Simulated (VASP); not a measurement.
# Ga3H (Fm-3m) in VASP: further runs

Ga3H is run at these levels: PBE; tasks: single point, relaxation of cell and atoms.

Program: VASP 6.6.1. These are calculated values, not measurements. Logs are shortened: lines on timing, memory, paths and dates and some standing lists are left out, and cuts for length are marked.

### 1 The cell of the first run

It takes space group Fm-3m (No. 225, cubic). The conventional cell has a = 6.236 Å, b = 6.236 Å, c = 6.236 Å, α = 90.00°, β = 90.00°, γ = 90.00°. Ga (site symmetry -43m) has 10 Ga at 2.70 to 3.12 Å and 4 H at 2.70 Å within 3.6 Å. Within 3.6 Å of Ga (site symmetry m-3m) lie 8 Ga at 2.70 Å and 6 H at 3.12 Å. H (site symmetry m-3m) has 14 Ga at 2.70 to 3.12 Å within 3.6 Å.

The cell was generated, and may not be a known phase.

### 2 Single point, PBE

INCAR reads:

```
SYSTEM = Ga3H
PREC = Accurate ; ENCUT = 520
EDIFF = 1E-6 ; ISMEAR = 0
SIGMA = 0.1 ; LREAL = .False.
LASPH = .True. ; NELM = 100
ALGO = Normal ; ISIF = 2
LWAVE = .False. ; LCHARG = .False.
GGA = PE ; NBANDS = 28
```

KPOINTS reads:

```
Automatic mesh
0
Gamma
  4 4 4
  0 0 0
```

POSCAR reads:

```
Ga3H
1.0
    0.0000000000      3.1180876098      3.1180876098
    3.1180876098      0.0000000000      3.1180876098
    3.1180876098      3.1180876098      0.0000000000
Ga H
3 1
Direct
    0.2500000000      0.2500000000      0.2500000000
    0.5000000000      0.5000000000      0.5000000000
    0.7500000000      0.7500000000      0.7500000000
    0.0000000000      0.0000000000      0.0000000000
```

Potentials or basis: VASP PAW PBE potentials, release 64 (Ga_d, H).

Launch:

```bash
$ cat potpaw_PBE.64/Ga_d/POTCAR potpaw_PBE.64/H/POTCAR > POTCAR
$ mpirun -np 1 vasp_std > vasp.out
```

OUTCAR:

```text
SYSTEM = Ga3H
   PREC = Accurate
   ENCUT = 520
   EDIFF = 1E-6
   ISMEAR = 0
   LREAL = .False.
   LASPH = .True.
   NELM = 100
   ISIF = 2
   GGA = PE

 ion  position               nearest neighbor table
   1  0.250  0.250  0.250-   2 2.70   2 2.70   2 2.70   2 2.70
   2  0.500  0.500  0.500-   1 2.70   1 2.70   1 2.70   1 2.70   3 2.70   3 2.70   3 2.70   3 2.70

   3  0.750  0.750  0.750-   2 2.70   2 2.70   2 2.70   2 2.70
   4  0.000  0.000  0.000-

  LATTYP: Found a face centered cubic cell.
 ALAT       =     6.2361752196

  Lattice vectors:

 A1 = (   0.0000000000,   3.1180876098,   3.1180876098)
 A2 = (   3.1180876098,   0.0000000000,   3.1180876098)
 A3 = (   3.1180876098,   3.1180876098,   0.0000000000)

Analysis of symmetry for initial positions (statically):
=====================================================================
 Subroutine PRICEL returns:
 Original cell was already a primitive cell.

 Routine SETGRP: Setting up the symmetry group for a
 face centered cubic supercell.

 Subroutine GETGRP returns: Found 48 space group operations
 (whereof 48 operations were pure point group operations)
 out of a pool of 48 trial point group operations.

The static configuration has the point symmetry O_h .

Analysis of symmetry for dynamics (positions and initial velocities):
=====================================================================
 Subroutine PRICEL returns:
 Original cell was already a primitive cell.

 Routine SETGRP: Setting up the symmetry group for a
 face centered cubic supercell.

 Subroutine GETGRP returns: Found 48 space group operations
 (whereof 48 operations were pure point group operations)
 out of a pool of 48 trial point group operations.

The dynamic configuration has the point symmetry O_h .

 Subroutine INISYM returns: Found 48 space group operations
 (whereof 48 operations are pure point group operations),
 and found     1 'primitive' translations

----------------------------------------------------------------------------------------

                                     Primitive cell

  volume of cell :      60.6310

  direct lattice vectors                    reciprocal lattice vectors
     0.000000000  3.118087610  3.118087610    -0.160354699  0.160354699  0.160354699
     3.118087610  0.000000000  3.118087610     0.160354699 -0.160354699  0.160354699
     3.118087610  3.118087610  0.000000000     0.160354699  0.160354699 -0.160354699

  length of vectors
     4.409641786  4.409641786  4.409641786     0.277742486  0.277742486  0.277742486

[... 68 lines left out ...]
   LREAL  =      F    real-space projection
   EDIFFG = 0.1E-04   stopping-criterion for IOM
   NSW    =      0    number of steps for IOM
   IBRION =     -1    ionic relax: 0-MD 1-quasi-New 2-CG
   NFREE  =      0    steps in history (QN), initial steepest desc. (CG)
   ISIF   =      2    stress and relaxation
   ISYM   =      2    0-nonsym 1-usesym 2-fastsym
   POTIM  = 0.5000    time-step for ionic-motion
   TEBEG  =    0.0;   TEEND  =   0.0 temperature during run
   PSTRESS=    0.0 pullay stress
   NELECT =      40.0000    total number of electrons
   NUPDOWN=      -1.0000    fix difference up-down
   EMIN   =  10.00;   EMAX   =-10.00  energy-range for DOS
   EFERMI =   0.00;   METHOD = LEGACY
   ISMEAR =     0;   SIGMA  =   0.10  broadening in eV -4-tet -1-fermi 0-gaus
   EFERMI_NEDOS =   21; number of points for ismear=-14 and -15
   IALGO  =     38    algorithm
   IMIX   =      4    mixing-type and parameters
     AMIX     =   0.40;   BMIX     =  1.00
     AMIX_MAG =   1.60;   BMIX_MAG =  1.00
  volume/ion in A,a.u.               =      15.16       102.29
  Fermi-wavevector in a.u.,A,eV,Ry     =   1.425159  2.693159 27.634479  2.031077
  Thomas-Fermi vector in A             =   2.545573
   LORBIT       =      0    0 simple, 1 ext, 2 COOP (PROOUT), +10 PAW based schemes
   GGA     = PE    functional components
   LHFCALC =     F    Hartree Fock is set to
   AEXX    =    0.0000 exact exchange contribution
   IVDW    =     0    specifies the selected vdW correction
   LEPSILON=     F    determine dielectric tensor
   LRPA    =     F    only Hartree local field effects (RPA)
 non-spin polarized calculation
 Gauss-broadening in eV      SIGMA  =   0.10
  energy-cutoff  :      520.00
  volume of cell :       60.63
 maximum number of plane-waves:      1660
 NGX is ok and might be reduce to    36
   NGX = 17   NGY = 17   NGZ = 17

 number of electron      39.9999978 magnetization

 Free energy of the ion-electron system (eV)
  ---------------------------------------------------
  ext. energy  EPLUGINS =         0.00000000
  ---------------------------------------------------
  free energy    TOTEN  =       -10.94745217 eV

  energy without entropy =      -10.93493548  energy(sigma->0) =      -10.94119382

 E-fermi :   4.7725     XC(G=0): -10.9052

 val. band max:        4.7379850618   @ k =   0.2500   0.0000   0.0000
 cond. band min:       5.1221817089   @ k =   0.2500   0.0000   0.0000
 fundamental gap:      0.3841966471
 Fermi energy:         4.7725445635

 k-point     1 :       0.0000    0.0000    0.0000
  band No.  band energies     occupation
      1     -10.0946      2.00000
      2     -10.0946      2.00000
      3     -10.0161      2.00000
      4     -10.0161      2.00000
      5     -10.0161      2.00000
      6      -9.9409      2.00000
[... 237 lines left out ...]
     27      14.3118      0.00000
     28      14.3118      0.00000

------------------------ aborting loop because EDIFF is reached ----------------------------------------

  FORCE on cell =-STRESS in cart. coord.  units (eV):
  Direction    XX          YY          ZZ          XY          YZ          ZX
  --------------------------------------------------------------------------------------
  -------------------------------------------------------------------------------------
  Total        0.0926489      0.0926489      0.0926489      0.0000000     -0.0000000      0.0000000
  in kB        2.4482518      2.4482518      2.4482518      0.0000000     -0.0000000      0.0000000
  external PRESSURE =       2.4482518 kB  Pullay stress =       0.0000000 kB

 VOLUME and BASIS-vectors are now :
 -----------------------------------------------------------------------------
  energy-cutoff  :      520.00
  volume of cell :       60.63
      direct lattice vectors                 reciprocal lattice vectors
     0.000000000  3.118087610  3.118087610    -0.160354699  0.160354699  0.160354699
     3.118087610  0.000000000  3.118087610     0.160354699 -0.160354699  0.160354699
     3.118087610  3.118087610  0.000000000     0.160354699  0.160354699 -0.160354699

 POSITION                                       TOTAL-FORCE (eV/Angst)
 -----------------------------------------------------------------------------------
      1.55904      1.55904      1.55904         0.000000     -0.000000      0.000000
      3.11809      3.11809      3.11809         0.000000     -0.000000     -0.000000
      4.67713      4.67713      4.67713        -0.000000      0.000000     -0.000000
      0.00000      0.00000      0.00000         0.000000     -0.000000     -0.000000
 -----------------------------------------------------------------------------------
    total drift:                                0.000000      0.000000      0.000000

  FREE ENERGIE OF THE ION-ELECTRON SYSTEM (eV)
  ---------------------------------------------------
  free  energy   TOTEN  =       -10.9474521650 eV

  energy  without entropy=      -10.9349354754  energy(sigma->0) =      -10.94119382
```

OSZICAR:

```text
N       E                     dE             d eps       ncg     rms          rms(c)
DAV:   1     0.238795461619E+03    0.23880E+03   -0.19164E+04   464   0.256E+03
DAV:   2     0.153855032722E+02   -0.22341E+03   -0.21846E+03   448   0.457E+02
DAV:   3    -0.104954739750E+02   -0.25881E+02   -0.25528E+02   512   0.127E+02
DAV:   4    -0.111439482217E+02   -0.64847E+00   -0.64759E+00   536   0.218E+01
DAV:   5    -0.111553999641E+02   -0.11452E-01   -0.11450E-01   528   0.295E+00    0.234E+00
DAV:   6    -0.109631845723E+02    0.19222E+00   -0.61681E-01   592   0.781E+00    0.941E-01
DAV:   7    -0.109504127573E+02    0.12772E-01   -0.89132E-02   532   0.220E+00    0.407E-01
DAV:   8    -0.109473372504E+02    0.30755E-02   -0.14039E-02   592   0.357E+00    0.947E-02
DAV:   9    -0.109474848588E+02   -0.14761E-03   -0.38589E-03   536   0.102E+00    0.555E-02
DAV:  10    -0.109474572343E+02    0.27625E-04   -0.10404E-03   616   0.368E-01    0.191E-02
DAV:  11    -0.109474537914E+02    0.34428E-05   -0.18632E-04   496   0.132E-01    0.816E-03
DAV:  12    -0.109474520470E+02    0.17444E-05   -0.34557E-05   676   0.148E-01    0.392E-03
DAV:  13    -0.109474523094E+02   -0.26241E-06   -0.12697E-05   468   0.359E-02    0.128E-03
DAV:  14    -0.109474521650E+02    0.14440E-06   -0.61439E-07   240   0.956E-03
   1 F= -.10947452E+02 E0= -.10941194E+02  d E =-.125167E-01
```

It took 27 s on 1 thread of Intel Xeon 8259CL, shared host; peak memory 0.2 GiB.

What came out:

| Quantity | Value |
| --- | --- |
| Free energy | -10.9475 eV |
| Pressure | 0.2 GPa |
| Band gap on the k mesh | zero (bands 20 and 21 overlap by 3.55 eV) |

Caveat: the k points lie up to 0.44 Å⁻¹ apart, too coarse for converged energies and pressures of a metal.

### 3 Single point, PBE

This run uses another cell than the first one, of 15.48 Å³/atom.

INCAR reads:

```
PREC     = Accurate       # precision mode
ENCUT    = 520            # plane-wave cutoff, eV
EDIFF    = 1E-6           # SCF threshold, eV
ISMEAR   = 0              # smearing method
SIGMA    = 0.1            # smearing width, eV
LREAL    = F              # projectors in reciprocal space
LASPH    = T              # aspherical terms in the spheres
NELM     = 80             # most SCF steps
ALGO     = Normal         # electronic algorithm
ISIF     = 2              # what is computed and relaxed
LWAVE    = F              # write WAVECAR
LCHARG   = F              # write CHGCAR
GGA      = PE             # functional
NBANDS   = 28             # bands
```

KPOINTS reads:

```
Automatic mesh
0
Gamma
  6 6 6
```

POSCAR reads:

```
Ga3H
1.0
    0.0000000000      3.1399062442      3.1399062442
    3.1399062442      0.0000000000      3.1399062442
    3.1399062442      3.1399062442      0.0000000000
Ga H
3 1
Direct
    0.2500000000      0.2500000000      0.2500000000
    0.5000000000      0.5000000000      0.5000000000
    0.7500000000      0.7500000000      0.7500000000
    0.0000000000      0.0000000000      0.0000000000
```

Potentials or basis: VASP PAW PBE potentials, release 64 (Ga_d, H).

Launch:

```bash
$ cat potpaw_PBE.64/Ga_d/POTCAR potpaw_PBE.64/H/POTCAR > POTCAR
$ mpirun -np 1 vasp_std > vasp.out
```

Run time: 36 s. Hardware: 1 thread of Intel Xeon 8259CL, shared host; peak memory 0.21 GiB.

The run converged. Its results:

```
Free energy            : -10.5902 eV
Pressure               : 0.2 GPa
Band gap on the k mesh : zero (bands 20 and 21 overlap by 3.37 eV)
```

Levels at points of the mesh, in eV from the Fermi level:
```
           k point  band 16  band 17  band 18  band 19  band 20  band 21  band 22  band 23  band 24  band 25
(0.00, 0.00, 0.00)   -10.95    -0.90    -0.76     0.79     0.79     0.79     1.31     1.31     1.31     2.89
(0.50, 0.00, 0.00)    -8.43    -7.59    -1.37    -0.94    -0.59    -0.59     1.41     1.41     4.91     7.57
(0.50, 0.50, 0.00)    -7.21    -7.08    -3.76    -2.79    -2.79    -2.58     5.98     7.10     7.10     8.36
```

(Continued in part 2 of 3.)

The gap in the log of VASP goes by the Fermi energy; the results here count the filled bands.